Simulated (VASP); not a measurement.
# Pt in VASP: single point with PBEsol

Aim: the single point of Pt with PBEsol.

Program: VASP 6.6.1. These are calculated values, not measurements. Logs are shortened: lines on timing, memory, paths and dates and some standing lists are left out, and cuts for length are marked.

## Step 1: The cell of the first run

The cell holds a slab with vacuum, 6 atoms: a = 2.770 Å, b = 3.918 Å, c = 23.926 Å, α = 90.00°, β = 90.00°, γ = 90.00°.

## Step 2: Single point, PBEsol

INCAR reads:

```
SYSTEM = Pt
ALGO     = Normal         ! electronic algorithm
DIPOL    = 0.5 0.5 0.500
EDIFF    = 1E-7           ! SCF threshold, eV
ENCUT    = 520            ! plane-wave cutoff, eV
GGA      = PS             ! functional
IDIPOL   = 3            
ISIF     = 2              ! what is computed and relaxed
ISMEAR   = 0              ! smearing method
LASPH    = .True.         ! aspherical terms in the spheres
LCHARG   = .False.        ! write CHGCAR
LDIPOL   = .True.       
LREAL    = .False.        ! projectors in reciprocal space
LWAVE    = .False.        ! write WAVECAR
NBANDS   = 39             ! bands
NELM     = 60             ! most SCF steps
PREC     = Accurate       ! precision mode
SIGMA    = 0.1            ! smearing width, eV
```

KPOINTS reads:

```
k-points
0
Gamma
  10 7 1
  0 0 0
```

POSCAR reads:

```
Pt
1.0
    2.7704872841      0.0000000000      0.0000000000
    0.0000000000      3.9180606916      0.0000000000
    0.0000000000      0.0000000000     23.9262182103
Pt
6
Direct
    0.5000000000      0.5000000000      0.3552588180
    0.0000000000      0.0000000000      0.4131552908
    0.5000000000      0.5000000000      0.4710517636
    0.0000000000      0.0000000000      0.5277978205
    0.5000000000      0.5000000000      0.5900783178
    0.0000000000      0.0000000000      0.6396588194
```

Potentials or basis: VASP PAW PBE potentials, release 64 (Pt).

Command:

```sh
> cat potpaw_PBE.64/Pt/POTCAR > POTCAR
> mpirun -np 1 vasp_std > vasp.out
```

OUTCAR:

```text
SYSTEM = Pt
   EDIFF = 1E-7
   ENCUT = 520
   GGA = PS
   ISIF = 2
   ISMEAR = 0
   LASPH = .True.
   LREAL = .False.
   NELM = 60
   PREC = Accurate

 ion  position               nearest neighbor table
   1  0.500  0.500  0.355-   3 2.77   2 2.77   2 2.77   2 2.77   2 2.77
   2  0.000  0.000  0.413-   4 2.74   1 2.77   1 2.77   1 2.77   1 2.77   3 2.77   3 2.77   3 2.77
                             3 2.77
   3  0.500  0.500  0.471-   4 2.76   4 2.76   4 2.76   4 2.76   1 2.77   2 2.77   2 2.77   2 2.77
                             2 2.77   5 2.85
   4  0.000  0.000  0.528-   6 2.68   2 2.74   3 2.76   3 2.76   3 2.76   3 2.76   5 2.82   5 2.82
                             5 2.82   5 2.82
   5  0.500  0.500  0.590-   6 2.68   6 2.68   6 2.68   6 2.68   4 2.82   4 2.82   4 2.82   4 2.82
                             3 2.85
   6  0.000  0.000  0.640-   4 2.68   5 2.68   5 2.68   5 2.68   5 2.68

  LATTYP: Found a simple orthorhombic cell.
 ALAT       =     2.7704872841
 B/A-ratio  =     1.4142135624
 C/A-ratio  =     8.6361046837

  Lattice vectors:

 A1 = (   2.7704872841,   0.0000000000,   0.0000000000)
 A2 = (   0.0000000000,   3.9180606916,   0.0000000000)
 A3 = (   0.0000000000,   0.0000000000,  23.9262182103)

Analysis of symmetry for initial positions (statically):
=====================================================================
 Subroutine PRICEL returns:
 Original cell was already a primitive cell.

 Routine SETGRP: Setting up the symmetry group for a
 simple orthorhombic supercell.

 Subroutine GETGRP returns: Found  4 space group operations
 (whereof  4 operations were pure point group operations)
 out of a pool of  8 trial point group operations.

The static configuration has the point symmetry C_2v.

Analysis of symmetry for dynamics (positions and initial velocities):
=====================================================================
 Subroutine PRICEL returns:
 Original cell was already a primitive cell.

 Routine SETGRP: Setting up the symmetry group for a
 simple orthorhombic supercell.

 Subroutine GETGRP returns: Found  4 space group operations
 (whereof  4 operations were pure point group operations)
 out of a pool of  8 trial point group operations.

The dynamic configuration has the point symmetry C_2v.

 Subroutine INISYM returns: Found  4 space group operations
 (whereof  4 operations are pure point group operations),
 and found     1 'primitive' translations

----------------------------------------------------------------------------------------

                                     Primitive cell

  volume of cell :     259.7176

  direct lattice vectors                    reciprocal lattice vectors
     2.770487284  0.000000000  0.000000000     0.360947334  0.000000000  0.000000000
     0.000000000  3.918060692  0.000000000     0.000000000  0.255228308  0.000000000
     0.000000000  0.000000000 23.926218210     0.000000000  0.000000000  0.041795155

  length of vectors
     2.770487284  3.918060692 23.926218210     0.360947334  0.255228308  0.041795155

  position of ions in fractional coordinates (direct lattice)
     0.500000000  0.500000000  0.355258818
     0.000000000  0.000000000  0.413155291
     0.500000000  0.500000000  0.471051764
     0.000000000  0.000000000  0.527797820
     0.500000000  0.500000000  0.590078318
     0.000000000  0.000000000  0.639658819

  ion indices of the primitive-cell ions
   primitive index   ion index
                 1           1
                 2           2
                 3           3
                 4           4
                 5           5
                 6           6

----------------------------------------------------------------------------------------

 KPOINTS: k-points

Automatic generation of k-mesh.
 Grid dimensions read from file:
 generate k-points for:   10    7    1

 Generating k-lattice:

  Cartesian coordinates                     Fractional coordinates (reciprocal lattice)
     0.036094733  0.000000000  0.000000000     0.100000000  0.000000000  0.000000000
     0.000000000  0.036461187  0.000000000     0.000000000  0.142857143  0.000000000
     0.000000000  0.000000000  0.041795155     0.000000000  0.000000000  1.000000000

  Length of vectors
     0.036094733  0.036461187  0.041795155

  Shift w.r.t. Gamma in fractional coordinates (k-lattice)
     0.000000000  0.000000000  0.000000000

 Subroutine IBZKPT returns following result:
 ===========================================

 Found     24 irreducible k-points:

 Following reciprocal coordinates:
            Coordinates               Weight
  0.000000  0.000000  0.000000      1.000000
  0.100000  0.000000  0.000000      2.000000
  0.200000  0.000000  0.000000      2.000000
  0.300000  0.000000  0.000000      2.000000
  0.400000  0.000000  0.000000      2.000000
  0.500000  0.000000  0.000000      1.000000
[... 16 lines left out ...]
  0.400000  0.428571  0.000000      4.000000
  0.500000  0.428571  0.000000      2.000000
   k-points           NKPTS =     24   k-points in BZ     NKDIM =     24   number of bands    NBANDS=     39
   number of dos      NEDOS =    301   number of ions     NIONS =      6
   total plane-waves  NPLWV = 129600
   dimension x,y,z NGX =    24 NGY =   30 NGZ =  180
   dimension x,y,z NGXF=    48 NGYF=   60 NGZF=  360
   ions per type =               6
   NGX,Y,Z   is equivalent  to a cutoff of  14.40, 12.73, 12.51 a.u.
   NGXF,Y,Z  is equivalent  to a cutoff of  28.80, 25.46, 25.01 a.u.
 SYSTEM =  Pt
   PREC   = accura    normal or accurate (medium, high low for compatibility)
   ISTART =      0    job   : 0-new  1-cont  2-samecut
   ICHARG =      2    charge: 1-file 2-atom 10-const
   ISPIN  =      1    spin polarized calculation?
   LNONCOLLINEAR =      F non collinear calculations
   LSORBIT =      F    spin-orbit coupling
   LASPH  =      T    aspherical Exc in radial PAW
   ENCUT  =  520.0 eV  38.22 Ry    6.18 a.u.   5.15  7.28 44.49*2*pi/ulx,y,z
   NELM   =     60;   NELMIN=  2; NELMDL= -5     # of ELM steps
   EDIFF  = 0.1E-06   stopping-criterion for ELM
   LREAL  =      F    real-space projection
   EDIFFG = 0.1E-05   stopping-criterion for IOM
   NSW    =      0    number of steps for IOM
   IBRION =     -1    ionic relax: 0-MD 1-quasi-New 2-CG
   NFREE  =      0    steps in history (QN), initial steepest desc. (CG)
   ISIF   =      2    stress and relaxation
   ISYM   =      2    0-nonsym 1-usesym 2-fastsym
   POTIM  = 0.5000    time-step for ionic-motion
   TEBEG  =    0.0;   TEEND  =   0.0 temperature during run
   PSTRESS=    0.0 pullay stress
   NELECT =      60.0000    total number of electrons
   NUPDOWN=      -1.0000    fix difference up-down
   EMIN   =  10.00;   EMAX   =-10.00  energy-range for DOS
   EFERMI =   0.00;   METHOD = LEGACY
   ISMEAR =     0;   SIGMA  =   0.10  broadening in eV -4-tet -1-fermi 0-gaus
   EFERMI_NEDOS =   21; number of points for ismear=-14 and -15
   IALGO  =     38    algorithm
   IMIX   =      4    mixing-type and parameters
     AMIX     =   0.40;   BMIX     =  1.00
     AMIX_MAG =   1.60;   BMIX_MAG =  1.00
  volume/ion in A,a.u.               =      43.29       292.11
  Fermi-wavevector in a.u.,A,eV,Ry     =   1.004519  1.898266 13.729071  1.009058
  Thomas-Fermi vector in A             =   2.137140
   LORBIT       =      0    0 simple, 1 ext, 2 COOP (PROOUT), +10 PAW based schemes
   GGA     = PS    functional components
   LHFCALC =     F    Hartree Fock is set to
   AEXX    =    0.0000 exact exchange contribution
   IVDW    =     0    specifies the selected vdW correction
   LEPSILON=     F    determine dielectric tensor
   LRPA    =     F    only Hartree local field effects (RPA)
 non-spin polarized calculation
 Gauss-broadening in eV      SIGMA  =   0.10
  energy-cutoff  :      520.00
  volume of cell :      259.72
 maximum number of plane-waves:      7044
 NGX is ok and might be reduce to    24
   NGX = 11   NGY = 15   NGZ = 89

 dipolmoment           0.000000      0.000000      0.004082 electrons x Angstroem

 number of electron      59.9999999 magnetization

 dipolmoment           0.000000      0.000000     -0.004673 electrons x Angstroem

 Free energy of the ion-electron system (eV)
  ---------------------------------------------------
  ext. energy  EPLUGINS =         0.00000000
  ---------------------------------------------------
  free energy    TOTEN  =       -38.53105938 eV

  energy without entropy =      -38.46205934  energy(sigma->0) =      -38.49655936

 E-fermi :   0.2393     XC(G=0):  -5.5588

 val. band max:        0.2390221339   @ k =   0.5000   0.0000   0.0000
 cond. band min:       0.2515105018   @ k =   0.5000   0.1429   0.0000
 fundamental gap:      0.0124883680
 Fermi energy:         0.2393282757

 k-point     1 :       0.0000    0.0000    0.0000
  band No.  band energies     occupation
      1      -9.4003      2.00000
      2      -7.8288      2.00000
      3      -6.4769      2.00000
      4      -6.0292      2.00000
      5      -5.8839      2.00000
      6      -5.7867      2.00000
[... 31 lines left out ...]
     38       5.6333      0.00000
     39       6.4650      0.00000

 k-point     2 :       0.1000    0.0000    0.0000
  band No.  band energies     occupation
      1      -9.1366      2.00000
      2      -7.5913      2.00000
      3      -6.2436      2.00000
      4      -5.8320      2.00000
      5      -5.7539      2.00000
      6      -5.5513      2.00000
[... 913 lines left out ...]
     38       7.1581      0.00000
     39       7.5946      0.00000

 k-point    24 :       0.5000    0.4286    0.0000
  band No.  band energies     occupation
      1      -6.5983      2.00000
      2      -6.4494      2.00000
      3      -5.4849      2.00000
      4      -5.4399      2.00000
      5      -5.1631      2.00000
      6      -5.0119      2.00000
[... 31 lines left out ...]
     38       6.2184      0.00000
     39       6.5025      0.00000

------------------------ aborting loop because EDIFF is reached ----------------------------------------

 vacuum level on the upper side and lower side of the slab       (xc-potential included)        -0.141        -0.055

  FORCE on cell =-STRESS in cart. coord.  units (eV):
  Direction    XX          YY          ZZ          XY          YZ          ZX
  --------------------------------------------------------------------------------------
  -------------------------------------------------------------------------------------
  Total       -7.2968088     -4.0194904     -1.1846823      0.0000000      0.0000000      0.0000000
  in kB      -45.0134364    -24.7959182     -7.3082115      0.0000000      0.0000000      0.0000000
  external PRESSURE =     -25.7058554 kB  Pullay stress =       0.0000000 kB

 VOLUME and BASIS-vectors are now :
 -----------------------------------------------------------------------------
  energy-cutoff  :      520.00
  volume of cell :      259.72
      direct lattice vectors                 reciprocal lattice vectors
     2.770487284  0.000000000  0.000000000     0.360947334  0.000000000  0.000000000
     0.000000000  3.918060692  0.000000000     0.000000000  0.255228308  0.000000000
     0.000000000  0.000000000 23.926218210     0.000000000  0.000000000  0.041795155

 POSITION                                       TOTAL-FORCE (eV/Angst)
 -----------------------------------------------------------------------------------
      1.38524      1.95903      8.50000         0.000000      0.000000      0.849833
      0.00000      0.00000      9.88524         0.000000      0.000000     -0.966217
      1.38524      1.95903     11.27049         0.000000      0.000000      0.133444
      0.00000      0.00000     12.62821         0.000000      0.000000      0.009674
      1.38524      1.95903     14.11834         0.000000      0.000000     -0.000761
      0.00000      0.00000     15.30462         0.000000      0.000000     -0.025973
 -----------------------------------------------------------------------------------
    total drift:                                0.000000     -0.000000      0.000054

  FREE ENERGIE OF THE ION-ELECTRON SYSTEM (eV)
  ---------------------------------------------------
  free  energy   TOTEN  =       -38.5310593806 eV

  energy  without entropy=      -38.4620593425  energy(sigma->0) =      -38.49655936

 vacuum level on the upper side and lower side of the slab         5.605         5.695
```

It took 3.9 min on 1 thread of Intel Xeon 6975P-C (Granite Rapids), shared host; peak memory 0.45 GiB.

What came out:

* Free energy: -38.5311 eV
* Largest force: 0.966 eV/Å
* Band gap on the k mesh: zero (bands 30 and 31 overlap by 0.62 eV)

Forces on the atoms (eV/Å):
```
Pt   0.000  0.000  0.850
Pt   0.000  0.000 -0.966
Pt   0.000  0.000  0.133
Pt   0.000  0.000  0.010
Pt   0.000  0.000 -0.001
Pt   0.000  0.000 -0.026
```

Caveat: the PAW data sets were made with another functional, which shifts forces and pressure a little; spin-orbit coupling is left out, which moves the levels of the heavy elements.
